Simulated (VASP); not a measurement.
# MgS (P-6m2) in VASP: notebook

The runs below take MgS through single point, with PBE.

Program: VASP 6.6.1. These are calculated values, not measurements. Logs are shortened: lines on timing, memory, paths and dates and some standing lists are left out, and cuts for length are marked.

**1. The cell of the first run**

It takes space group P-6m2 (No. 187, hexagonal). The conventional cell has a = 3.391 Å, b = 3.391 Å, c = 3.301 Å, α = 90.00°, β = 90.00°, γ = 120.00°. Mg (site symmetry -6m2) has 6 S at 2.56 Å and 8 Mg at 3.30 to 3.39 Å within 3.4 Å. S (site symmetry -6m2) has 6 Mg at 2.56 Å and 8 S at 3.30 to 3.39 Å within 3.4 Å.

**2. Single point, PBE**

Input file INCAR:

```
SYSTEM = MgS
PREC = Accurate ; ENCUT = 520
EDIFF = 1E-7 ; ISMEAR = 0
SIGMA = 0.1 ; LREAL = .False.
LASPH = .True. ; NELM = 100
ALGO = Normal ; ISIF = 2
LWAVE = .False. ; LCHARG = .False.
GGA = PE ; NBANDS = 11
```

Input file KPOINTS:

```
Automatic mesh
0
Gamma
  6 6 6
  0 0 0
```

Input file POSCAR:

```
MgS
1.0
    3.3908764300      0.0000000000      0.0000000000
   -1.6954382200      2.9365851300      0.0000000000
    0.0000000000      0.0000000000      3.3011706400
Mg S
1 1
Direct
    0.6666666700      0.3333333300      0.5000000000
    0.0000000000      0.0000000000      0.0000000000
```

Potentials or basis: VASP PAW PBE potentials, release 64 (Mg, S).

On the command line:

```
$ cat potpaw_PBE.64/Mg/POTCAR potpaw_PBE.64/S/POTCAR > POTCAR
$ mpirun -np 1 vasp_std > vasp.out
```

OUTCAR:

```text
SYSTEM = MgS
   PREC = Accurate
   ENCUT = 520
   EDIFF = 1E-7
   ISMEAR = 0
   LREAL = .False.
   LASPH = .True.
   NELM = 100
   ISIF = 2
   GGA = PE

 ion  position               nearest neighbor table
   1  0.667  0.333  0.500-   2 2.56   2 2.56   2 2.56   2 2.56   2 2.56   2 2.56
   2  0.000  0.000  0.000-   1 2.56   1 2.56   1 2.56   1 2.56   1 2.56   1 2.56

  LATTYP: Found a hexagonal cell.
 ALAT       =     3.3908764300
 C/A-ratio  =     0.9735449546

  Lattice vectors:

 A1 = (   3.3908764300,   0.0000000000,   0.0000000000)
 A2 = (  -1.6954382200,   2.9365851300,   0.0000000000)
 A3 = (   0.0000000000,   0.0000000000,   3.3011706400)

Analysis of symmetry for initial positions (statically):
=====================================================================
 Subroutine PRICEL returns:
 Original cell was already a primitive cell.

 Routine SETGRP: Setting up the symmetry group for a
 hexagonal supercell.

 Subroutine GETGRP returns: Found 12 space group operations
 (whereof 12 operations were pure point group operations)
 out of a pool of 24 trial point group operations.

The static configuration has the point symmetry D_3h.

Analysis of symmetry for dynamics (positions and initial velocities):
=====================================================================
 Subroutine PRICEL returns:
 Original cell was already a primitive cell.

 Routine SETGRP: Setting up the symmetry group for a
 hexagonal supercell.

 Subroutine GETGRP returns: Found 12 space group operations
 (whereof 12 operations were pure point group operations)
 out of a pool of 24 trial point group operations.

The dynamic configuration has the point symmetry D_3h.

 Subroutine INISYM returns: Found 12 space group operations
 (whereof 12 operations are pure point group operations),
 and found     1 'primitive' translations

----------------------------------------------------------------------------------------

                                     Primitive cell

  volume of cell :      32.8717

  direct lattice vectors                    reciprocal lattice vectors
     3.390876430  0.000000000  0.000000000     0.294909007  0.170265795  0.000000000
    -1.695438220  2.936585130  0.000000000     0.000000000  0.340531589  0.000000000
     0.000000000  0.000000000  3.301170640     0.000000000  0.000000000  0.302922844

  length of vectors
     3.390876430  3.390876433  3.301170640     0.340531589  0.340531589  0.302922844

  position of ions in fractional coordinates (direct lattice)
     0.666666670  0.333333330  0.500000000
     0.000000000  0.000000000  0.000000000

  ion indices of the primitive-cell ions
   primitive index   ion index
                 1           1
                 2           2

----------------------------------------------------------------------------------------

 KPOINTS: Automatic mesh

Automatic generation of k-mesh.
 Grid dimensions read from file:
 generate k-points for:    6    6    6

 Generating k-lattice:

  Cartesian coordinates                     Fractional coordinates (reciprocal lattice)
     0.049151501  0.028377632  0.000000000     0.166666667  0.000000000  0.000000000
     0.000000000  0.056755265  0.000000000     0.000000000  0.166666667  0.000000000
     0.000000000  0.000000000  0.050487141     0.000000000  0.000000000  0.166666667

  Length of vectors
     0.056755265  0.056755265  0.050487141

  Shift w.r.t. Gamma in fractional coordinates (k-lattice)
     0.000000000  0.000000000  0.000000000

 Subroutine IBZKPT returns following result:
 ===========================================

 Found     28 irreducible k-points:

 Following reciprocal coordinates:
            Coordinates               Weight
  0.000000  0.000000  0.000000      1.000000
  0.166667  0.000000  0.000000      6.000000
  0.333333  0.000000  0.000000      6.000000
  0.500000 -0.000000  0.000000      3.000000
  0.166667  0.166667  0.000000      6.000000
  0.333333  0.166667  0.000000     12.000000
[... 16 lines left out ...]
  0.166667  0.000000  0.500000      6.000000
  0.333333  0.000000  0.500000      6.000000
 [... further k-points ...]
   k-points           NKPTS =     28   k-points in BZ     NKDIM =     28   number of bands    NBANDS=     11
   number of dos      NEDOS =    301   number of ions     NIONS =      2
   total plane-waves  NPLWV =  21952
   dimension x,y,z NGX =    28 NGY =   28 NGZ =   28
   dimension x,y,z NGXF=    56 NGYF=   56 NGZF=   56
   ions per type =               1   1
   NGX,Y,Z   is equivalent  to a cutoff of  13.73, 13.73, 14.10 a.u.
   NGXF,Y,Z  is equivalent  to a cutoff of  27.46, 27.46, 28.20 a.u.
 SYSTEM =  MgS
   PREC   = accura    normal or accurate (medium, high low for compatibility)
   ISTART =      0    job   : 0-new  1-cont  2-samecut
   ICHARG =      2    charge: 1-file 2-atom 10-const
   ISPIN  =      1    spin polarized calculation?
   LNONCOLLINEAR =      F non collinear calculations
   LSORBIT =      F    spin-orbit coupling
   LASPH  =      T    aspherical Exc in radial PAW
   ENCUT  =  520.0 eV  38.22 Ry    6.18 a.u.   6.30  6.30  6.14*2*pi/ulx,y,z
   NELM   =    100;   NELMIN=  2; NELMDL= -5     # of ELM steps
   EDIFF  = 0.1E-06   stopping-criterion for ELM
   LREAL  =      F    real-space projection
   EDIFFG = 0.1E-05   stopping-criterion for IOM
   NSW    =      0    number of steps for IOM
   IBRION =     -1    ionic relax: 0-MD 1-quasi-New 2-CG
   NFREE  =      0    steps in history (QN), initial steepest desc. (CG)
   ISIF   =      2    stress and relaxation
   ISYM   =      2    0-nonsym 1-usesym 2-fastsym
   POTIM  = 0.5000    time-step for ionic-motion
   TEBEG  =    0.0;   TEEND  =   0.0 temperature during run
   PSTRESS=    0.0 pullay stress
   NELECT =       8.0000    total number of electrons
   NUPDOWN=      -1.0000    fix difference up-down
   EMIN   =  10.00;   EMAX   =-10.00  energy-range for DOS
   EFERMI =   0.00;   METHOD = LEGACY
   ISMEAR =     0;   SIGMA  =   0.10  broadening in eV -4-tet -1-fermi 0-gaus
   EFERMI_NEDOS =   21; number of points for ismear=-14 and -15
   IALGO  =     38    algorithm
   IMIX   =      4    mixing-type and parameters
     AMIX     =   0.40;   BMIX     =  1.00
     AMIX_MAG =   1.60;   BMIX_MAG =  1.00
  volume/ion in A,a.u.               =      16.44       110.91
  Fermi-wavevector in a.u.,A,eV,Ry     =   1.022109  1.931506 14.214106  1.044707
  Thomas-Fermi vector in A             =   2.155771
   LORBIT       =      0    0 simple, 1 ext, 2 COOP (PROOUT), +10 PAW based schemes
   GGA     = PE    functional components
   LHFCALC =     F    Hartree Fock is set to
   AEXX    =    0.0000 exact exchange contribution
   IVDW    =     0    specifies the selected vdW correction
   LEPSILON=     F    determine dielectric tensor
   LRPA    =     F    only Hartree local field effects (RPA)
 non-spin polarized calculation
 Gauss-broadening in eV      SIGMA  =   0.10
  energy-cutoff  :      520.00
  volume of cell :       32.87
 maximum number of plane-waves:       906
 NGX is ok and might be reduce to    28
   NGX = 13   NGY = 13   NGZ = 13

 number of electron       8.0000000 magnetization

 Free energy of the ion-electron system (eV)
  ---------------------------------------------------
  ext. energy  EPLUGINS =         0.00000000
  ---------------------------------------------------
  free energy    TOTEN  =        -7.82356673 eV

  energy without entropy =       -7.82356635  energy(sigma->0) =       -7.82356654

 E-fermi :   5.6619     XC(G=0):  -9.9555

 val. band max:        5.3802312390   @ k =   0.0000   0.0000   0.5000
 cond. band min:       5.9502741097   @ k =   0.5000  -0.0000   0.5000
 fundamental gap:      0.5700428707
 Fermi energy:         5.6618844871

 k-point     1 :       0.0000    0.0000    0.0000
  band No.  band energies     occupation
      1      -8.6281      2.00000
      2       3.6797      2.00000
      3       4.7036      2.00000
      4       4.7036      2.00000
      5       7.5241      0.00000
      6      10.4465      0.00000
      7      12.8627      0.00000
      8      12.8627      0.00000
      9      17.3137      0.00000
     10      19.2588      0.00000
     11      19.2588      0.00000

 k-point     2 :       0.1667    0.0000    0.0000
  band No.  band energies     occupation
      1      -8.3308      2.00000
      2       2.8863      2.00000
      3       3.8801      2.00000
      4       4.3372      2.00000
      5       8.2306      0.00000
      6      10.9567      0.00000
      7      12.6375      0.00000
      8      13.9852      0.00000
      9      16.4536      0.00000
     10      18.6109      0.00000
     11      18.9802      0.00000

 k-point     3 :       0.3333    0.0000    0.0000
  band No.  band energies     occupation
      1      -7.6017      2.00000
      2       0.4379      2.00000
      3       3.7445      2.00000
      4       4.3416      2.00000
      5       8.7234      0.00000
      6      10.4335      0.00000
      7      14.0673      0.00000
      8      14.2768      0.00000
      9      16.6007      0.00000
     10      17.7033      0.00000
     11      18.4186      0.00000

 k-point     4 :       0.5000   -0.0000    0.0000
  band No.  band energies     occupation
      1      -7.1226      2.00000
      2      -0.6737      2.00000
      3       3.4945      2.00000
      4       4.6146      2.00000
      5       8.4994      0.00000
      6      11.2397      0.00000
      7      13.1218      0.00000
      8      13.4334      0.00000
      9      17.3493      0.00000
     10      18.2276      0.00000
     11      20.6035      0.00000
[... 239 lines left out ...]
 k-point    22 :       0.0000    0.0000    0.5000
  band No.  band energies     occupation
      1      -7.4604      2.00000
      2      -1.4388      2.00000
      3       5.3802      1.99993
      4       5.3802      1.99993
      5      11.6417      0.00000
      6      12.8566      0.00000
      7      13.9240      0.00000
      8      13.9240      0.00000
      9      14.4951      0.00000
     10      14.4951      0.00000
     11      17.8052      0.00000

 k-point    23 :       0.1667    0.0000    0.5000
  band No.  band energies     occupation
      1      -7.2015      2.00000
      2      -1.0870      2.00000
      3       3.9027      2.00000
      4       5.0386      2.00000
      5      10.0978      0.00000
      6      12.4232      0.00000
      7      13.1338      0.00000
      8      14.3411      0.00000
      9      15.0198      0.00000
     10      15.6503      0.00000
     11      18.2979      0.00000

 k-point    24 :       0.3333    0.0000    0.5000
  band No.  band energies     occupation
      1      -6.5799      2.00000
      2      -0.1910      2.00000
      3       1.7046      2.00000
      4       4.4721      2.00000
      5       7.2625      0.00000
      6      11.3864      0.00000
      7      12.1869      0.00000
      8      14.0910      0.00000
      9      17.5237      0.00000
     10      18.5842      0.00000
     11      20.4551      0.00000

 [... further k-points ...]
[... 5 lines left out ...]
  --------------------------------------------------------------------------------------
  -------------------------------------------------------------------------------------
  Total        2.8873631      2.8873631      0.4437604     -0.0000000     -0.0000000      0.0000000
  in kB      140.7308965    140.7308965     21.6290093     -0.0000002     -0.0000000      0.0000000
  external PRESSURE =     101.0302674 kB  Pullay stress =       0.0000000 kB

 VOLUME and BASIS-vectors are now :
 -----------------------------------------------------------------------------
  energy-cutoff  :      520.00
  volume of cell :       32.87
      direct lattice vectors                 reciprocal lattice vectors
     3.390876430  0.000000000  0.000000000     0.294909007  0.170265795  0.000000000
    -1.695438220  2.936585130  0.000000000     0.000000000  0.340531589  0.000000000
     0.000000000  0.000000000  3.301170640     0.000000000  0.000000000  0.302922844

 POSITION                                       TOTAL-FORCE (eV/Angst)
 -----------------------------------------------------------------------------------
      1.69544      0.97886      1.65059         0.000000     -0.000000      0.000000
      0.00000      0.00000      0.00000        -0.000000      0.000000      0.000000
 -----------------------------------------------------------------------------------
    total drift:                                0.000000     -0.000000     -0.000000

  FREE ENERGIE OF THE ION-ELECTRON SYSTEM (eV)
  ---------------------------------------------------
  free  energy   TOTEN  =        -7.8235667256 eV

  energy  without entropy=       -7.8235663467  energy(sigma->0) =       -7.82356654
```

It took 24 s on 1 thread of Intel Xeon 8259CL, shared host; peak memory 0.16 GiB.

Results:

| Item | Value |
| --- | --- |
| Free energy | -7.8236 eV |
| Pressure | 10.1 GPa |
| Band gap on the k mesh | 0.57 eV, indirect (least direct gap 1.72 eV) |

Levels at points of the mesh, in eV from the valence-band top:
| k point | band 2 | band 3 | band 4 | band 5 | band 6 | band 7 |
| --- | --- | --- | --- | --- | --- | --- |
| (0.00, 0.00, 0.00) | -1.70 | -0.68 | -0.68 | 2.14 | 5.07 | 7.48 |
| (0.50, 0.00, 0.00) | -6.05 | -1.89 | -0.77 | 3.12 | 5.86 | 7.74 |
| (0.00, 0.00, 0.50) | -6.82 | 0.00 | 0.00 | 6.26 | 7.48 | 8.54 |
| (0.50, 0.00, 0.50) | -4.93 | -4.67 | -1.15 | 0.57 | 5.53 | 6.46 |

A k mesh can miss the band edges. A hybrid or GW would open this gap; PBE tends to underestimate it.

(Part 1 of 2 ends here.)
